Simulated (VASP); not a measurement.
# SnO (P4/nmm) in VASP: notebook

SnO is run at these levels: LDA; tasks: single point.

Everything below comes from runs of VASP 6.6.1. Logs are shortened: lines on timing, memory, paths and dates and some standing lists are left out, and cuts for length are marked.

## (1) The cell of the first run

It takes space group P4/nmm (No. 129, tetragonal). Conventional cell: a = 3.802 Å, b = 3.802 Å, c = 9.922 Å, α = 90.00°, β = 90.00°, γ = 90.00°. Within 2.9 Å of Sn (site symmetry 4mm) lie 4 O at 2.22 Å. Within 2.9 Å of Sn (site symmetry 4mm) lie 4 O at 2.22 Å. O (site symmetry 2mm) has 4 Sn at 2.22 Å and 4 O at 2.69 Å within 2.9 Å.

## (2) Single point, LDA (the distance across one plane changed)

File INCAR:

```
SYSTEM = SnO
PREC = Accurate
ENCUT = 520
EDIFF = 1E-6
ISMEAR = 0
SIGMA = 0.03
LREAL = .FALSE.
LASPH = .TRUE.
NELM = 100
ALGO = Normal
ISIF = 2
LWAVE = .FALSE.
LCHARG = .FALSE.
NBANDS = 50
```

File KPOINTS:

```
regular mesh
0
G
  9 9 4
  0 0 0
```

File POSCAR:

```
SnO
1.0
   -3.8020000000      0.0000000000      0.0000000000
    0.0000000000     -3.8020000000      0.0000000000
    0.0000000000      0.0000000000      9.9220000000
Sn O
4 4
Direct
    0.0000000000      0.5000000000      0.8473479137
    0.0000000000      0.5000000000      0.3599461802
    0.5000000000      0.0000000000      0.1274555533
    0.5000000000      0.0000000000      0.6148572868
    0.0000000000      0.0000000000      0.7311026003
    0.0000000000      0.0000000000      0.2437008668
    0.5000000000      0.5000000000      0.7311026003
    0.5000000000      0.5000000000      0.2437008668
```

Potentials or basis: VASP PAW LDA potentials, release 64 (Sn_d, O).

The run is started by

```
> cat potpaw_LDA.64/Sn_d/POTCAR potpaw_LDA.64/O/POTCAR > POTCAR
> mpirun -np 1 vasp_std > vasp.out
```

OUTCAR:

```text
SYSTEM = SnO
   PREC = Accurate
   ENCUT = 520
   EDIFF = 1E-6
   ISMEAR = 0
   LREAL = .FALSE.
   LASPH = .TRUE.
   NELM = 100
   ISIF = 2

 ion  position               nearest neighbor table
   1  0.000  0.500  0.847-   5 2.22   7 2.22   5 2.22   7 2.22   4 3.54   4 3.54   4 3.54   4 3.54

   2  0.000  0.500  0.360-   6 2.22   8 2.22   6 2.22   8 2.22   3 3.54   3 3.54   3 3.54   3 3.54
                             4 3.69   4 3.69   4 3.69   4 3.69
   3  0.500  0.000  0.127-   6 2.22   8 2.22   8 2.22   6 2.22   2 3.54   2 3.54   2 3.54   2 3.54

   4  0.500  0.000  0.615-   5 2.22   7 2.22   7 2.22   5 2.22   1 3.54   1 3.54   1 3.54   1 3.54
                             2 3.69   2 3.69   2 3.69   2 3.69
   5  0.000  0.000  0.731-   1 2.22   1 2.22   4 2.22   4 2.22
   6  0.000  0.000  0.244-   2 2.22   2 2.22   3 2.22   3 2.22
   7  0.500  0.500  0.731-   1 2.22   1 2.22   4 2.22   4 2.22
   8  0.500  0.500  0.244-   2 2.22   2 2.22   3 2.22   3 2.22

  LATTYP: Found a simple tetragonal cell.
 ALAT       =     3.8020000000
 C/A-ratio  =     2.6096791163

  Lattice vectors:

 A1 = (  -3.8020000000,   0.0000000000,   0.0000000000)
 A2 = (   0.0000000000,  -3.8020000000,   0.0000000000)
 A3 = (   0.0000000000,   0.0000000000,   9.9220000000)

Analysis of symmetry for initial positions (statically):
=====================================================================
 Subroutine PRICEL returns:
 Original cell was already a primitive cell.

 Routine SETGRP: Setting up the symmetry group for a
 simple tetragonal supercell.

 Subroutine GETGRP returns: Found 16 space group operations
 (whereof  4 operations were pure point group operations)
 out of a pool of 16 trial point group operations.

The static configuration has the point symmetry C_2v.
 The point group associated with its full space group is D_4h.

Analysis of symmetry for dynamics (positions and initial velocities):
=====================================================================
 Subroutine PRICEL returns:
 Original cell was already a primitive cell.

 Routine SETGRP: Setting up the symmetry group for a
 simple tetragonal supercell.

 Subroutine GETGRP returns: Found 16 space group operations
 (whereof  4 operations were pure point group operations)
 out of a pool of 16 trial point group operations.

The dynamic configuration has the point symmetry C_2v.
 The point group associated with its full space group is D_4h.

 Subroutine INISYM returns: Found 16 space group operations
 (whereof  4 operations are pure point group operations),
 and found     1 'primitive' translations

[... 107 lines left out ...]
   LREAL  =      F    real-space projection
   EDIFFG = 0.1E-04   stopping-criterion for IOM
   NSW    =      0    number of steps for IOM
   IBRION =     -1    ionic relax: 0-MD 1-quasi-New 2-CG
   NFREE  =      0    steps in history (QN), initial steepest desc. (CG)
   ISIF   =      2    stress and relaxation
   ISYM   =      2    0-nonsym 1-usesym 2-fastsym
   POTIM  = 0.5000    time-step for ionic-motion
   TEBEG  =    0.0;   TEEND  =   0.0 temperature during run
   PSTRESS=    0.0 pullay stress
   NELECT =      80.0000    total number of electrons
   NUPDOWN=      -1.0000    fix difference up-down
   EMIN   =  10.00;   EMAX   =-10.00  energy-range for DOS
   EFERMI =   0.00;   METHOD = LEGACY
   ISMEAR =     0;   SIGMA  =   0.03  broadening in eV -4-tet -1-fermi 0-gaus
   EFERMI_NEDOS =   21; number of points for ismear=-14 and -15
   IALGO  =     38    algorithm
   IMIX   =      4    mixing-type and parameters
     AMIX     =   0.40;   BMIX     =  1.00
     AMIX_MAG =   1.60;   BMIX_MAG =  1.00
  volume/ion in A,a.u.               =      17.93       120.98
  Fermi-wavevector in a.u.,A,eV,Ry     =   1.347608  2.546610 24.708835  1.816048
  Thomas-Fermi vector in A             =   2.475345
   LORBIT       =      0    0 simple, 1 ext, 2 COOP (PROOUT), +10 PAW based schemes
   GGA     = CA    functional components
   LHFCALC =     F    Hartree Fock is set to
   AEXX    =    0.0000 exact exchange contribution
   IVDW    =     0    specifies the selected vdW correction
   LEPSILON=     F    determine dielectric tensor
   LRPA    =     F    only Hartree local field effects (RPA)
 non-spin polarized calculation
 Gauss-broadening in eV      SIGMA  =   0.03
  energy-cutoff  :      520.00
  volume of cell :      143.42
 maximum number of plane-waves:      3884
   NGX = 15   NGY = 15   NGZ = 37

 number of electron      79.9999990 magnetization

 Free energy of the ion-electron system (eV)
  ---------------------------------------------------
  ext. energy  EPLUGINS =         0.00000000
  ---------------------------------------------------
  free energy    TOTEN  =       -51.37216416 eV

  energy without entropy =      -51.37216416  energy(sigma->0) =      -51.37216416

 E-fermi :   6.6833     XC(G=0): -10.5255

 val. band max:        6.5569145501   @ k =   0.1111   0.0000   0.0000
 cond. band min:       6.9471368661   @ k =   0.4444   0.4444   0.0000
 fundamental gap:      0.3902223160
 Fermi energy:         6.6832986989

 k-point     1 :       0.0000    0.0000    0.0000
  band No.  band energies     occupation
      1     -15.2623      2.00000
      2     -15.2486      2.00000
      3     -14.8519      2.00000
      4     -14.8382      2.00000
      5     -14.8379      2.00000
      6     -14.8379      2.00000
[... 1261 lines left out ...]
     49      12.5587      0.00000
     50      12.8476      0.00000

 [... further k-points ...]
[... 5 lines left out ...]
  --------------------------------------------------------------------------------------
  -------------------------------------------------------------------------------------
  Total       -2.3402133     -2.3402133     -2.3708515     -0.0000000      0.0000000     -0.0000000
  in kB      -26.1422273    -26.1422273    -26.4844827     -0.0000000      0.0000000     -0.0000000
  external PRESSURE =     -26.2563124 kB  Pullay stress =       0.0000000 kB

 VOLUME and BASIS-vectors are now :
 -----------------------------------------------------------------------------
  energy-cutoff  :      520.00
  volume of cell :      143.42
      direct lattice vectors                 reciprocal lattice vectors
    -3.802000000  0.000000000  0.000000000    -0.263019463  0.000000000  0.000000000
     0.000000000 -3.802000000  0.000000000     0.000000000 -0.263019463  0.000000000
     0.000000000  0.000000000  9.922000000     0.000000000  0.000000000  0.100786132

 POSITION                                       TOTAL-FORCE (eV/Angst)
 -----------------------------------------------------------------------------------
      0.00000     -1.90100      8.40739        -0.000000      0.000000     -0.058600
      0.00000     -1.90100      3.57139        -0.000000      0.000000     -0.118565
     -1.90100      0.00000      1.26461         0.000000     -0.000000      0.058600
     -1.90100      0.00000      6.10061        -0.000000     -0.000000      0.118565
      0.00000      0.00000      7.25400        -0.000000     -0.000000      0.012908
      0.00000      0.00000      2.41800        -0.000000     -0.000000     -0.012908
     -1.90100     -1.90100      7.25400         0.000000     -0.000000      0.012908
     -1.90100     -1.90100      2.41800         0.000000     -0.000000     -0.012908
 -----------------------------------------------------------------------------------
    total drift:                               -0.000000     -0.000000     -0.000002

  FREE ENERGIE OF THE ION-ELECTRON SYSTEM (eV)
  ---------------------------------------------------
  free  energy   TOTEN  =       -51.3721641558 eV

  energy  without entropy=      -51.3721641558  energy(sigma->0) =      -51.37216416
```

OSZICAR:

```text
N       E                     dE             d eps       ncg     rms          rms(c)
DAV:   1     0.106325548795E+04    0.10633E+04   -0.38054E+04  4898   0.246E+03
DAV:   2     0.164831550054E+03   -0.89842E+03   -0.85577E+03  4556   0.697E+02
DAV:   3    -0.401308901233E+02   -0.20496E+03   -0.19568E+03  5138   0.253E+02
DAV:   4    -0.579534630184E+02   -0.17823E+02   -0.17520E+02  5318   0.777E+01
DAV:   5    -0.586339913769E+02   -0.68053E+00   -0.67853E+00  5148   0.157E+01    0.160E+01
DAV:   6    -0.514523963477E+02    0.71816E+01   -0.29188E+01  7024   0.501E+01    0.681E+00
DAV:   7    -0.514907479360E+02   -0.38352E-01   -0.46116E+00  5032   0.969E+00    0.373E+00
DAV:   8    -0.514163034382E+02    0.74444E-01   -0.98987E-01  6902   0.542E+00    0.132E+00
DAV:   9    -0.513708567221E+02    0.45447E-01   -0.16164E-01  6872   0.366E+00    0.361E-01
DAV:  10    -0.513739961184E+02   -0.31394E-02   -0.24363E-02  6118   0.131E+00    0.309E-01
DAV:  11    -0.513720685050E+02    0.19276E-02   -0.53010E-03  6276   0.681E-01    0.664E-02
DAV:  12    -0.513721750181E+02   -0.10651E-03   -0.18006E-03  5534   0.191E-01    0.499E-02
DAV:  13    -0.513721650812E+02    0.99369E-05   -0.81690E-05  5900   0.814E-02    0.288E-02
DAV:  14    -0.513721641558E+02    0.92531E-06   -0.58113E-06  4662   0.138E-02
   1 F= -.51372164E+02 E0= -.51372164E+02  d E =-.430974E-11
```

Wall time 4.1 min (1 thread of Intel Xeon Platinum 8259CL at 2.50GHz (Skylake/Cascade Lake), shared host); peak memory 0.35 GiB.

Results:

| Quantity | Value |
| --- | --- |
| Free energy | -51.3722 eV |
| Pressure | -2.6 GPa |
| Largest force | 0.119 eV/Å |
| Band gap on the k mesh | 0.39 eV |

Forces on the atoms (eV/Å):
```
Sn   0.000  0.000 -0.059
Sn   0.000  0.000 -0.119
Sn   0.000  0.000  0.059
Sn   0.000  0.000  0.119
O    0.000  0.000  0.013
O    0.000  0.000 -0.013
O    0.000  0.000  0.013
O    0.000  0.000 -0.013
```

Caveat: the cell differs from its parent crystal (the distance across one plane changed); semilocal functionals underestimate gaps, and a narrow one can read as zero; spin-orbit coupling is left out, which moves the levels of the heavy elements.

## (3) Single point, LDA

File INCAR:

```
PREC = Accurate
ENCUT = 520
EDIFF = 1E-7
ISMEAR = 0
SIGMA = 0.03
LREAL = False
LASPH = True
NELM = 100
ALGO = Normal
ISIF = 2
LWAVE = False
LCHARG = False
NBANDS = 50
```

File KPOINTS:

```
Automatic mesh
0
Gamma
  9 9 4
  0.5 0.5 0.5
```

POSCAR is that of step 2.

Potentials or basis: VASP PAW LDA potentials, release 64 (Sn_d, O).

The run is started by

```
> cat potpaw_LDA.64/Sn_d/POTCAR potpaw_LDA.64/O/POTCAR > POTCAR
> mpirun -np 1 vasp_std > vasp.out
```

Wall time 3.8 min (1 thread of Intel Xeon Platinum 8259CL at 2.50GHz (Skylake/Cascade Lake), shared host); peak memory 0.3 GiB.

The run converged. Its results:

```yaml
Free_energy: -51.3722 eV
Pressure: -2.6 GPa
Largest_force: 0.119 eV/Å
Band_gap_on_the_k_mesh: 0.33 eV
```

Forces in eV/Å, atoms in the order of the input:
```
Sn   0.000  0.000 -0.059
Sn   0.000  0.000 -0.119
Sn   0.000  0.000  0.059
Sn   0.000  0.000  0.119
O    0.000  0.000  0.013
O    0.000  0.000 -0.013
O    0.000  0.000  0.013
O    0.000  0.000 -0.013
```

Levels at points of the mesh, in eV from the valence-band top:
| k point | band 37 | band 38 | band 39 | band 40 | band 41 | band 42 | band 43 | band 44 |
| --- | --- | --- | --- | --- | --- | --- | --- | --- |
| (0.06, 0.06, 0.12) | -3.05 | -2.78 | -1.84 | 0.00 | 1.72 | 2.16 | 2.62 | 3.12 |

Caveat: semilocal functionals underestimate gaps, and a narrow one can read as zero; spin-orbit coupling is left out, which moves the levels of the heavy elements; a shifted mesh leaves out Γ, where band edges can lie. A k mesh can miss the band edges.
